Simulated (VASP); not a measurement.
# Si2Br3 (P-3m1) in VASP: a series of runs

Si2Br3 is run at these levels: PBE+D3(BJ); tasks: single point, relaxation of cell and atoms.

All numbers are computed with VASP 6.6.1; they aren't measurements. Logs are shortened: lines on timing, memory, paths and dates and some standing lists are left out, and cuts for length are marked.

## Step 1: The cell of the first run

It takes space group P-3m1 (No. 164, trigonal). Conventional cell: a = 3.643 Å, b = 3.643 Å, c = 9.501 Å, α = 90.00°, β = 90.00°, γ = 120.00°. Si (site symmetry 3m) has 6 Br at 2.58 Å within 3.4 Å. Within 3.4 Å of Br (site symmetry 3m) lie 3 Si at 2.58 Å. Within 3.4 Å of Br (site symmetry -3m) lie 6 Si at 2.58 Å.

## Step 2: Single point, PBE+D3(BJ)

File INCAR:

```
PREC = Accurate
ENCUT = 520
EDIFF = 1E-6
ISMEAR = 0
SIGMA = 0.1
LREAL = F
LASPH = T
NELM = 80
ALGO = Normal
ISIF = 2
LWAVE = F
LCHARG = F
GGA = PE
IVDW = 12
NBANDS = 22
```

File KPOINTS:

```
Automatic mesh
0
Gamma
  6 6 2
```

File POSCAR:

```
Si2Br3
1.0
    3.6427314600      0.0000000000      0.0000000000
   -1.8213657300      3.1546979900      0.0000000000
    0.0000000000      0.0000000000      9.5014590500
Si Br
2 3
Direct
    0.3333333300      0.6666666700      0.8420840800
    0.6666666700      0.3333333300      0.1579159200
    0.6666666700      0.3333333300      0.6841681600
    0.0000000000      0.0000000000      0.0000000000
    0.3333333300      0.6666666700      0.3158318400
```

Potentials or basis: VASP PAW PBE potentials, release 64 (Si, Br).

Launch:

```sh
$ cat potpaw_PBE.64/Si/POTCAR potpaw_PBE.64/Br/POTCAR > POTCAR
$ mpirun -np 1 vasp_std > vasp.out
```

OUTCAR:

```text
PREC = Accurate
   ENCUT = 520
   EDIFF = 1E-6
   ISMEAR = 0
   LREAL = F
   LASPH = T
   NELM = 80
   ISIF = 2
   GGA = PE
   IVDW = 12
 IVDW          = 12

 ion  position               nearest neighbor table
   1  0.333  0.667  0.842-   4 2.58   3 2.58   3 2.58   4 2.58   4 2.58   3 2.58
   2  0.667  0.333  0.158-   4 2.58   5 2.58   5 2.58   4 2.58   4 2.58   5 2.58
   3  0.667  0.333  0.684-   1 2.58   1 2.58   1 2.58
   4  0.000  0.000  0.000-   1 2.58   2 2.58   2 2.58   1 2.58   2 2.58   1 2.58
   5  0.333  0.667  0.316-   2 2.58   2 2.58   2 2.58

  LATTYP: Found a hexagonal cell.
 ALAT       =     3.6427314600
 C/A-ratio  =     2.6083336514

  Lattice vectors:

 A1 = (   3.6427314600,   0.0000000000,   0.0000000000)
 A2 = (  -1.8213657300,   3.1546979900,   0.0000000000)
 A3 = (   0.0000000000,   0.0000000000,   9.5014590500)

Analysis of symmetry for initial positions (statically):
=====================================================================
 Subroutine PRICEL returns:
 Original cell was already a primitive cell.

 Routine SETGRP: Setting up the symmetry group for a
 hexagonal supercell.

 Subroutine GETGRP returns: Found 12 space group operations
 (whereof 12 operations were pure point group operations)
 out of a pool of 24 trial point group operations.

The static configuration has the point symmetry D_3d.

Analysis of symmetry for dynamics (positions and initial velocities):
=====================================================================
 Subroutine PRICEL returns:
 Original cell was already a primitive cell.

 Routine SETGRP: Setting up the symmetry group for a
 hexagonal supercell.

 Subroutine GETGRP returns: Found 12 space group operations
 (whereof 12 operations were pure point group operations)
 out of a pool of 24 trial point group operations.

The dynamic configuration has the point symmetry D_3d.

 Subroutine INISYM returns: Found 12 space group operations
 (whereof 12 operations are pure point group operations),
 and found     1 'primitive' translations

----------------------------------------------------------------------------------------

                                     Primitive cell

  volume of cell :     109.1881

  direct lattice vectors                    reciprocal lattice vectors
     3.642731460  0.000000000  0.000000000     0.274519275  0.158493777  0.000000000
    -1.821365730  3.154697990  0.000000000     0.000000000  0.316987554  0.000000000
     0.000000000  0.000000000  9.501459050     0.000000000  0.000000000  0.105246994

  length of vectors
     3.642731460  3.642731466  9.501459050     0.316987555  0.316987554  0.105246994

  position of ions in fractional coordinates (direct lattice)
     0.333333330  0.666666670  0.842084080
     0.666666670  0.333333330  0.157915920
     0.666666670  0.333333330  0.684168160
     0.000000000  0.000000000  0.000000000
     0.333333330  0.666666670  0.315831840

  ion indices of the primitive-cell ions
   primitive index   ion index
                 1           1
                 2           2
                 3           3
                 4           4
                 5           5

----------------------------------------------------------------------------------------

 KPOINTS: Automatic mesh

Automatic generation of k-mesh.
 Grid dimensions read from file:
 generate k-points for:    6    6    2

 Generating k-lattice:

  Cartesian coordinates                     Fractional coordinates (reciprocal lattice)
     0.045753213  0.026415630  0.000000000     0.166666667  0.000000000  0.000000000
     0.000000000  0.052831259  0.000000000     0.000000000  0.166666667  0.000000000
     0.000000000  0.000000000  0.052623497     0.000000000  0.000000000  0.500000000

  Length of vectors
     0.052831259  0.052831259  0.052623497

  Shift w.r.t. Gamma in fractional coordinates (k-lattice)
     0.000000000  0.000000000  0.000000000

 Subroutine IBZKPT returns following result:
 ===========================================

 Found     14 irreducible k-points:

 Following reciprocal coordinates:
            Coordinates               Weight
  0.000000  0.000000  0.000000      1.000000
  0.166667  0.000000  0.000000      6.000000
  0.333333 -0.000000  0.000000      6.000000
  0.500000  0.000000  0.000000      3.000000
  0.166667  0.166667  0.000000      6.000000
  0.333333  0.166667  0.000000     12.000000
  0.333333  0.333333  0.000000      2.000000
  0.000000  0.000000  0.500000      1.000000
  0.166667  0.000000  0.500000      6.000000
  0.333333 -0.000000  0.500000      6.000000
  0.500000  0.000000  0.500000      3.000000
  0.166667  0.166667  0.500000      6.000000
  0.333333  0.166667  0.500000     12.000000
  0.333333  0.333333  0.500000      2.000000
   k-points           NKPTS =     14   k-points in BZ     NKDIM =     14   number of bands    NBANDS=     22
   number of dos      NEDOS =    301   number of ions     NIONS =      5
   total plane-waves  NPLWV =  56448
   dimension x,y,z NGX =    28 NGY =   28 NGZ =   72
   dimension x,y,z NGXF=    56 NGYF=   56 NGZF=  144
   ions per type =               2   3
   NGX,Y,Z   is equivalent  to a cutoff of  12.78, 12.78, 12.60 a.u.
   NGXF,Y,Z  is equivalent  to a cutoff of  25.56, 25.56, 25.20 a.u.
 SYSTEM =  unknown system
   PREC   = accura    normal or accurate (medium, high low for compatibility)
   ISTART =      0    job   : 0-new  1-cont  2-samecut
   ICHARG =      2    charge: 1-file 2-atom 10-const
   ISPIN  =      1    spin polarized calculation?
   LNONCOLLINEAR =      F non collinear calculations
   LSORBIT =      F    spin-orbit coupling
   LASPH  =      T    aspherical Exc in radial PAW
   ENCUT  =  520.0 eV  38.22 Ry    6.18 a.u.   6.77  6.77 17.67*2*pi/ulx,y,z
   NELM   =     80;   NELMIN=  2; NELMDL= -5     # of ELM steps
   EDIFF  = 0.1E-05   stopping-criterion for ELM
   LREAL  =      F    real-space projection
   EDIFFG = 0.1E-04   stopping-criterion for IOM
   NSW    =      0    number of steps for IOM
   IBRION =     -1    ionic relax: 0-MD 1-quasi-New 2-CG
   NFREE  =      0    steps in history (QN), initial steepest desc. (CG)
   ISIF   =      2    stress and relaxation
   ISYM   =      2    0-nonsym 1-usesym 2-fastsym
   POTIM  = 0.5000    time-step for ionic-motion
   TEBEG  =    0.0;   TEEND  =   0.0 temperature during run
   PSTRESS=    0.0 pullay stress
   NELECT =      29.0000    total number of electrons
   NUPDOWN=      -1.0000    fix difference up-down
   EMIN   =  10.00;   EMAX   =-10.00  energy-range for DOS
   EFERMI =   0.00;   METHOD = LEGACY
   ISMEAR =     0;   SIGMA  =   0.10  broadening in eV -4-tet -1-fermi 0-gaus
   EFERMI_NEDOS =   21; number of points for ismear=-14 and -15
   IALGO  =     38    algorithm
   IMIX   =      4    mixing-type and parameters
     AMIX     =   0.40;   BMIX     =  1.00
     AMIX_MAG =   1.60;   BMIX_MAG =  1.00
  volume/ion in A,a.u.               =      21.84       147.37
  Fermi-wavevector in a.u.,A,eV,Ry     =   1.052323  1.988602 15.066871  1.107384
  Thomas-Fermi vector in A             =   2.187401
   LORBIT       =      0    0 simple, 1 ext, 2 COOP (PROOUT), +10 PAW based schemes
   GGA     = PE    functional components
   LHFCALC =     F    Hartree Fock is set to
   AEXX    =    0.0000 exact exchange contribution
   IVDW    =    12    specifies the selected vdW correction
   LEPSILON=     F    determine dielectric tensor
   LRPA    =     F    only Hartree local field effects (RPA)
 non-spin polarized calculation
 Gauss-broadening in eV      SIGMA  =   0.10
  energy-cutoff  :      520.00
  volume of cell :      109.19
 maximum number of plane-waves:      2964
 NGX is ok and might be reduce to    28
   NGX = 13   NGY = 13   NGZ = 35

 number of electron      29.0000001 magnetization

 Free energy of the ion-electron system (eV)
  ---------------------------------------------------
  ext. energy  EPLUGINS =         0.00000000
  ---------------------------------------------------
  free energy    TOTEN  =       -13.12357334 eV

  energy without entropy =      -13.11723772  energy(sigma->0) =      -13.12040553

 E-fermi :   6.9562     XC(G=0):  -9.5197

 val. band max:        6.8823924835   @ k =   0.1667   0.0000   0.0000
 cond. band min:       7.0460156179   @ k =   0.1667   0.1667   0.0000
 fundamental gap:      0.1636231344
 Fermi energy:         6.9561730713

 k-point     1 :       0.0000    0.0000    0.0000
  band No.  band energies     occupation
      1     -13.1352      2.00000
      2     -11.3960      2.00000
      3     -11.2433      2.00000
      4      -4.1133      2.00000
      5      -1.6623      2.00000
      6       0.7096      2.00000
[... 14 lines left out ...]
     21      10.7220      0.00000
     22      11.0236      0.00000

 k-point     2 :       0.1667    0.0000    0.0000
  band No.  band energies     occupation
      1     -12.9254      2.00000
      2     -11.2229      2.00000
      3     -11.1055      2.00000
      4      -3.9157      2.00000
      5      -2.2142      2.00000
      6      -0.2104      2.00000
[... 14 lines left out ...]
     21       9.8261      0.00000
     22      11.4518      0.00000

 k-point     3 :       0.3333   -0.0000    0.0000
  band No.  band energies     occupation
      1     -12.4334      2.00000
      2     -10.8407      2.00000
      3     -10.8057      2.00000
      4      -4.0198      2.00000
      5      -3.1759      2.00000
      6      -1.5801      2.00000
[... 14 lines left out ...]
     21      10.1853      0.00000
     22      11.5622      0.00000

 k-point     4 :       0.5000    0.0000    0.0000
  band No.  band energies     occupation
      1     -12.1331      2.00000
      2     -10.6654      2.00000
      3     -10.6061      2.00000
      4      -4.6985      2.00000
      5      -2.8120      2.00000
      6      -2.5985      2.00000
[... 14 lines left out ...]
     21      10.8568      0.00000
     22      11.8650      0.00000

 k-point     5 :       0.1667    0.1667    0.0000
  band No.  band energies     occupation
      1     -12.5699      2.00000
      2     -10.9400      2.00000
      3     -10.8850      2.00000
      4      -3.6289      2.00000
      5      -3.2330      2.00000
      6      -0.9304      2.00000
[... 14 lines left out ...]
     21      10.3130      0.00000
     22      10.4182      0.00000

 k-point     6 :       0.3333    0.1667    0.0000
  band No.  band energies     occupation
      1     -12.1461      2.00000
      2     -10.6491      2.00000
      3     -10.6194      2.00000
      4      -4.3094      2.00000
      5      -3.2235      2.00000
      6      -2.1210      2.00000
[... 14 lines left out ...]
     21      10.3218      0.00000
     22      12.0343      0.00000

 k-point     7 :       0.3333    0.3333    0.0000
  band No.  band energies     occupation
      1     -11.9961      2.00000
      2     -10.5326      2.00000
      3     -10.5326      2.00000
      4      -3.9068      2.00000
      5      -3.9068      2.00000
      6      -1.9869      2.00000
[... 14 lines left out ...]
     21      11.9605      0.00000
     22      12.3824      0.00000

 k-point     8 :       0.0000    0.0000    0.5000
  band No.  band energies     occupation
      1     -13.1316      2.00000
      2     -11.4832      2.00000
      3     -11.1530      2.00000
      4      -4.2193      2.00000
      5      -1.3012      2.00000
      6       0.7096      2.00000
[... 14 lines left out ...]
     21      10.7965      0.00000
     22      11.0638      0.00000

 k-point     9 :       0.1667    0.0000    0.5000
  band No.  band energies     occupation
      1     -12.9224      2.00000
      2     -11.3041      2.00000
      3     -11.0225      2.00000
      4      -3.9926      2.00000
      5      -2.1029      2.00000
      6      -0.1273      2.00000
[... 14 lines left out ...]
     21       9.7050      0.00000
     22      11.2721      0.00000

 k-point    10 :       0.3333   -0.0000    0.5000
  band No.  band energies     occupation
      1     -12.4322      2.00000
      2     -10.8959      2.00000
      3     -10.7507      2.00000
      4      -4.0186      2.00000
      5      -3.1708      2.00000
      6      -1.5959      2.00000
[... 14 lines left out ...]
     21      10.1866      0.00000
     22      11.3556      0.00000

 k-point    11 :       0.5000    0.0000    0.5000
  band No.  band energies     occupation
      1     -12.1331      2.00000
      2     -10.6389      2.00000
      3     -10.6331      2.00000
      4      -4.7108      2.00000
      5      -2.7503      2.00000
      6      -2.5612      2.00000
[... 14 lines left out ...]
     21      10.6259      0.00000
     22      11.2283      0.00000

 k-point    12 :       0.1667    0.1667    0.5000
  band No.  band energies     occupation
      1     -12.5681      2.00000
      2     -11.0070      2.00000
      3     -10.8179      2.00000
      4      -3.6470      2.00000
      5      -3.2196      2.00000
      6      -0.9933      2.00000
[... 14 lines left out ...]
     21      10.2233      0.00000
     22      10.4942      0.00000

 k-point    13 :       0.3333    0.1667    0.5000
  band No.  band energies     occupation
      1     -12.1458      2.00000
      2     -10.6611      2.00000
      3     -10.6078      2.00000
      4      -4.3194      2.00000
      5      -3.1974      2.00000
      6      -2.1155      2.00000
[... 14 lines left out ...]
     21      10.6477      0.00000
     22      11.4038      0.00000

 k-point    14 :       0.3333    0.3333    0.5000
  band No.  band energies     occupation
      1     -11.9961      2.00000
      2     -10.5326      2.00000
      3     -10.5326      2.00000
      4      -3.9182      2.00000
      5      -3.9182      2.00000
      6      -2.0069      2.00000
[... 14 lines left out ...]
     21      12.0431      0.00000
     22      12.2396      0.00000

------------------------ aborting loop because EDIFF is reached ----------------------------------------

 Edisp (eV)   -1.61457

 E8    (eV) :    -0.6546

  FORCE on cell =-STRESS in cart. coord.  units (eV):
  Direction    XX          YY          ZZ          XY          YZ          ZX
  --------------------------------------------------------------------------------------
  -------------------------------------------------------------------------------------
  Total      11.97179    11.97179     7.71903    -0.00000     0.00000     0.00000
  in kB     175.66870   175.66870   113.26568    -0.00000     0.00000     0.00000
  external pressure =      154.87 kB  Pullay stress =        0.00 kB

 VOLUME and BASIS-vectors are now :
 -----------------------------------------------------------------------------
  energy-cutoff  :      520.00
  volume of cell :      109.19
      direct lattice vectors                 reciprocal lattice vectors
     3.642731460  0.000000000  0.000000000     0.274519275  0.158493777  0.000000000
    -1.821365730  3.154697990  0.000000000     0.000000000  0.316987554  0.000000000
     0.000000000  0.000000000  9.501459050     0.000000000  0.000000000  0.105246994

 POSITION                                       TOTAL-FORCE (eV/Angst)
 -----------------------------------------------------------------------------------
     -0.00000      2.10313      8.00103        -0.000000      0.000000     -0.668313
      1.82137      1.05157      1.50043         0.000000      0.000000      0.668313
      1.82137      1.05157      6.50060         0.000000     -0.000000     -1.060321
      0.00000      0.00000      0.00000         0.000000      0.000000      0.000000
     -0.00000      2.10313      3.00086        -0.000000      0.000000      1.060321
 -----------------------------------------------------------------------------------
    total drift:                               -0.000000      0.000000     -0.000000

  FREE ENERGIE OF THE ION-ELECTRON SYSTEM (eV)
  ---------------------------------------------------
  free  energy   TOTEN  =       -14.7381446229 eV

  energy  without entropy=      -14.7318090028  energy(sigma->0) =      -14.73497681
```

Wall time 28 s (1 thread of Intel Xeon Platinum 8259CL at 2.50GHz (Skylake/Cascade Lake), shared host); peak memory 0.23 GiB.

Results:

```yaml
Free_energy: -14.7381 eV
Pressure: 15.5 GPa
Largest_force: 1.060 eV/Å
Band_gap_on_the_k_mesh: zero (an odd number of electrons rules out a gap without spin polarisation)
Dispersion_energy_per_atom: -0.323 eV
```

Forces in eV/Å, atoms in the order of the input:
```
Si   0.000  0.000 -0.668
Si   0.000  0.000  0.668
Br   0.000  0.000 -1.060
Br   0.000  0.000  0.000
Br   0.000  0.000  1.060
```

Stress tensor (GPa, compression positive):
```
17.57  0.00  0.00
 0.00 17.57  0.00
 0.00  0.00 11.33
```

Caveat: the cell stands under pressure; an odd number of electrons without spin polarisation forces a metal; a magnetic or distorted state may lie lower.

(Continued in part 2 of 2.)
